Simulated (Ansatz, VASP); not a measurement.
**Ca in VASP and in Ansatz**

```xyz
1
Lattice="3.5631 0.0000 0.0000 0.0000 3.5631 0.0000 0.0000 0.0000 3.5631" Properties=species:S:1:pos:R:3 pbc="T T T"
Ca    0.0000    0.0000    0.0000
```

Alike in both runs: task single point; functional RPBE; k mesh 10 × 10 × 10; occupations fermi-dirac, width 0.1 eV; no spin polarisation.

|  | VASP | Ansatz |
| --- | --- | --- |
| version | VASP 6.6.1 | Ansatz 0.2.0 |
| potentials or method | VASP PAW PBE potentials, release 64 (Ca_sv), cutoff 520 eV | plane waves (420 eV) with PAW, scalar-relativistic |
| valence electrons in the cell | 10 | 10 |

```csv
,VASP,Ansatz,Ansatz less VASP
pressure (GPa),0.3,0.3,0.00
```

VASP's potentials were made for PBE, not for RPBE.
